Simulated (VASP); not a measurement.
# BAs (F-43m) in VASP: notebook, part 2 of 2

VASP 6.6.1. The steps go on from the part before.

### Step 5. Single point, RPBE+D4

This run uses another cell than the first one, of 13.08 Å³/atom, 1.021 times its volume.

INCAR

```
PREC     = Accurate       # precision mode
ENCUT    = 520            # plane-wave cutoff, eV
EDIFF    = 1E-6           # SCF threshold, eV
ISMEAR   = -1             # smearing method
SIGMA    = 0.05           # smearing width, eV
LREAL    = F              # projectors in reciprocal space
LASPH    = T              # aspherical terms in the spheres
NELM     = 60             # most SCF steps
ALGO     = Normal         # electronic algorithm
ISIF     = 2              # what is computed and relaxed
LWAVE    = F              # write WAVECAR
LCHARG   = F              # write CHGCAR
GGA      = RP             # functional
IVDW     = 13             # dispersion correction
NBANDS   = 11             # bands
```

KPOINTS

```
regular mesh
0
Gamma
  10 10 10
```

POSCAR

```
BAs
1.0
    0.0000000000      2.3562190158      2.3562190158
    2.3562190158      0.0000000000      2.3562190158
    2.3562190158      2.3562190158      0.0000000000
As B
1 1
Direct
    0.7500000000      0.7500000000      0.7500000000
    0.0000000000      0.0000000000      0.0000000000
```

Potentials or basis: VASP PAW PBE potentials, release 64 (As, B).

Command:

```
> cat potpaw_PBE.64/As/POTCAR potpaw_PBE.64/B/POTCAR > POTCAR
> mpirun -np 1 vasp_std > vasp.out
```

OUTCAR:

```text
PREC = Accurate
   ENCUT = 520
   EDIFF = 1E-6
   ISMEAR = -1
   LREAL = F
   LASPH = T
   NELM = 60
   ISIF = 2
   GGA = RP
   IVDW = 13

 ion  position               nearest neighbor table
   1  0.750  0.750  0.750-   2 2.04   2 2.04   2 2.04   2 2.04
   2  0.000  0.000  0.000-   1 2.04   1 2.04   1 2.04   1 2.04

  LATTYP: Found a face centered cubic cell.
 ALAT       =     4.7124380316

  Lattice vectors:

 A1 = (   0.0000000000,   2.3562190158,   2.3562190158)
 A2 = (   2.3562190158,   0.0000000000,   2.3562190158)
 A3 = (   2.3562190158,   2.3562190158,   0.0000000000)

Analysis of symmetry for initial positions (statically):
=====================================================================
 Subroutine PRICEL returns:
 Original cell was already a primitive cell.

 Routine SETGRP: Setting up the symmetry group for a
 face centered cubic supercell.

 Subroutine GETGRP returns: Found 24 space group operations
 (whereof 24 operations were pure point group operations)
 out of a pool of 48 trial point group operations.

The static configuration has the point symmetry T_d .

Analysis of symmetry for dynamics (positions and initial velocities):
[... 170 lines left out ...]
      3       6.6901      1.99997
      4       6.6901      1.99997
      5      10.0171      0.00000
      6      10.0171      0.00000
      7      10.0171      0.00000
      8      11.9259      0.00000
      9      16.6166      0.00000
     10      19.7407      0.00000
     11      19.7407      0.00000
[... 309 lines left out ...]
 k-point    24 :       0.4000    0.3000    0.0000
  band No.  band energies     occupation
      1      -6.3343      2.00000
      2       0.0997      2.00000
      3       2.5376      2.00000
      4       3.0471      2.00000
      5       8.3885      0.00000
      6      10.1268      0.00000
      7      15.8562      0.00000
      8      16.0574      0.00000
      9      19.1971      0.00000
     10      22.7868      0.00000
     11      23.1276      0.00000

 [... further k-points ...]

------------------------ aborting loop because EDIFF is reached ----------------------------------------

  DFT-D4 for vdW energy calculation

  Edisp (eV):   -1.63930

  FORCE on cell =-STRESS in cart. coord.  units (eV):
  Direction    XX          YY          ZZ          XY          YZ          ZX
  --------------------------------------------------------------------------------------
  -------------------------------------------------------------------------------------
  Total       0.25779     0.25779     0.25779    -0.00000     0.00000    -0.00000
  in kB      15.78671    15.78671    15.78671    -0.00000     0.00000    -0.00000
  external pressure =       15.79 kB  Pullay stress =        0.00 kB

 VOLUME and BASIS-vectors are now :
 -----------------------------------------------------------------------------
  energy-cutoff  :      520.00
  volume of cell :       26.16
      direct lattice vectors                 reciprocal lattice vectors
     0.000000000  2.356219016  2.356219016    -0.212204382  0.212204382  0.212204382
     2.356219016  0.000000000  2.356219016     0.212204382 -0.212204382  0.212204382
     2.356219016  2.356219016  0.000000000     0.212204382  0.212204382 -0.212204382

 POSITION                                       TOTAL-FORCE (eV/Angst)
 -----------------------------------------------------------------------------------
      3.53433      3.53433      3.53433         0.000000      0.000000     -0.000000
      0.00000      0.00000      0.00000        -0.000000     -0.000000      0.000000
 -----------------------------------------------------------------------------------
    total drift:                                0.000000      0.000000      0.000000

  FREE ENERGIE OF THE ION-ELECTRON SYSTEM (eV)
  ---------------------------------------------------
  free  energy   TOTEN  =       -12.3035780579 eV

  energy  without entropy=      -12.3035779561  energy(sigma->0) =      -12.30357801
```

stdout:

```text
POSCAR found type information on POSCAR AsB
 POSCAR found :  2 types and       2 ions
 scaLAPACK will be used
 -----------------------------------------------------------------------------
|                                                                             |
|                                                                             |
|     You enforced a specific xc type in the INCAR file but a different       |
|     I HOPE YOU KNOW WHAT YOU ARE DOING!                                     |
|                                                                             |
 -----------------------------------------------------------------------------

 LDA part: xc-table for (Slater+PW92), standard interpolation
 POSCAR, INCAR and KPOINTS ok, starting setup
 FFT: planning ... GRIDC
 FFT: planning ... GRID_SOFT
 FFT: planning ... GRID
 WAVECAR not read
 entering main loop
```

Run time: 37 s. Hardware: 1 thread of Intel Xeon 8259CL, shared host; peak memory 0.16 GiB.

What came out:

| Item | Value |
| --- | --- |
| Free energy | -12.3036 eV |
| Pressure | 1.6 GPa |
| Band gap on the k mesh | 1.16 eV, indirect (least direct gap 3.33 eV) |
| Dispersion energy per atom | -0.820 eV |

Levels at points of the mesh, in eV from the valence-band top:
| k point | band 2 | band 3 | band 4 | band 5 | band 6 | band 7 |
| --- | --- | --- | --- | --- | --- | --- |
| (0.00, 0.00, 0.00) | 0.00 | 0.00 | 0.00 | 3.33 | 3.33 | 3.33 |
| (0.50, 0.00, 0.00) | -9.11 | -1.90 | -1.90 | 2.95 | 4.83 | 4.83 |
| (0.50, 0.50, 0.00) | -8.80 | -4.26 | -4.26 | 1.38 | 1.45 | 11.82 |

Caveat: the PAW data sets were made with another functional, which shifts forces and pressure a little. RPBE gaps usually lie below the measured ones, often by a third to a half.

### Step 6. Single point, RPBE+D4

This run uses another cell than the first one, of 13.35 Å³/atom, 1.043 times its volume.

INCAR

```
ALGO = Normal
EDIFF = 1E-7
ENCUT = 520
GGA = RP
ISIF = 2
ISMEAR = -1
IVDW = 13
LASPH = True
LCHARG = False
LREAL = False
LWAVE = False
NBANDS = 11
NELM = 100
PREC = Accurate
SIGMA = 0.05
```

KPOINTS

```
k-points
0
Gamma
  10 10 10
```

POSCAR

```
BAs
1.0
    0.0000000000      2.3724693156      2.3724693156
    2.3724693156      0.0000000000      2.3724693156
    2.3724693156      2.3724693156      0.0000000000
As B
1 1
Direct
    0.7500000000      0.7500000000      0.7500000000
    0.0000000000      0.0000000000      0.0000000000
```

Potentials or basis: VASP PAW PBE potentials, release 64 (As, B).

Command:

```
> cat potpaw_PBE.64/As/POTCAR potpaw_PBE.64/B/POTCAR > POTCAR
> mpirun -np 1 vasp_std > vasp.out
```

Wall time 36 s (1 thread of Intel Xeon 8259CL, shared host); peak memory 0.16 GiB.

It converged, with:

| Item | Value |
| --- | --- |
| Free energy | -12.3039 eV |
| Pressure | -1.4 GPa |
| Band gap on the k mesh | 1.18 eV, indirect (least direct gap 3.30 eV) |
| Dispersion energy per atom | -0.801 eV |

Levels at points of the mesh, in eV from the valence-band top:
| k point | band 1 | band 2 | band 3 | band 4 | band 5 | band 6 | band 7 | band 8 | band 9 |
| --- | --- | --- | --- | --- | --- | --- | --- | --- | --- |
| (0.00, 0.00, 0.00) | -15.59 | 0.00 | 0.00 | 0.00 | 3.30 | 3.30 | 3.30 | 4.97 | 9.83 |
| (0.50, 0.00, 0.00) | -12.64 | -8.95 | -1.86 | -1.86 | 2.83 | 4.81 | 4.81 | 9.00 | 13.01 |
| (0.50, 0.50, 0.00) | -11.27 | -8.69 | -4.17 | -4.17 | 1.41 | 1.48 | 11.62 | 11.62 | 13.18 |

Caveat: the PAW data sets were made with another functional, which shifts forces and pressure a little. A k mesh can miss the band edges.

### Step 7. Summary

| level | potentials or basis | cell | gap on the mesh (eV) | pressure (GPa) |
| --- | --- | --- | --- | --- |
| PBE exchange alone | VASP PAW PBE potentials, release 64 (As, B) | a = 3.309 Å, angles 60.0°, 2 atoms | 1.35 | 29.5 |
| LDA | VASP PAW LDA potentials, release 64 (As, B) | a = 3.332 Å, angles 60.0°, 2 atoms | 1.09 | 2.9 |
| LDA | VASP PAW LDA potentials, release 64 (As, B) | a = 3.355 Å, angles 60.0°, 2 atoms | 1.10 | -0.2 |
| RPBE+D4 | VASP PAW PBE potentials, release 64 (As, B) | a = 3.332 Å, angles 60.0°, 2 atoms | 1.16 | 1.6 |
| RPBE+D4 | VASP PAW PBE potentials, release 64 (As, B) | a = 3.355 Å, angles 60.0°, 2 atoms | 1.18 | -1.4 |

Alike in all rows: task single point; no spin polarisation; k mesh 10 × 10 × 10; cutoff (eV) 520; smearing fermi-dirac 0.05 eV.

Caveats: the PAW data sets were made with another functional, which shifts forces and pressure a little (some runs).

Absolute energies hang on the potentials; compare differences alone.
